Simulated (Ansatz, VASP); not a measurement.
One calculation of YZn, two programs

```
Y Zn
1.0
     0.00000    2.80674    2.80674
     2.80674    0.00000    2.80674
     2.80674    2.80674    0.00000
Y Zn
1 1
Direct
  0.00000 0.00000 0.00000
  0.50000 0.50000 0.50000
```

Alike in both runs: task single point; functional LDA; k mesh 11 × 11 × 11; occupations fermi-dirac, width 0.05 eV; collinear spin.

```csv
,VASP,Ansatz
version,VASP 6.6.1,Ansatz 0.2.0
potentials or method,"VASP PAW LDA potentials, release 64 (Y_sv, Zn), cutoff 520 eV","all-electron LAPW, scalar-relativistic"
```

```tsv
	VASP	Ansatz	Ansatz less VASP
gap on the k mesh at the Fermi level (eV)	none	none	-
pressure (GPa)	5.8	5.7	-0.14
net moment per atom (μB)	0.00	0.00	0.000
```

LDA's correlation is that of Perdew and Zunger in VASP and of Perdew and Wang (1992) in Ansatz. A gap of «none» marks a metal or a gap that the smearing closes. Ansatz ran all-electron here, and VASP with PAW potentials. Ansatz's warnings: seeded moment not kept.
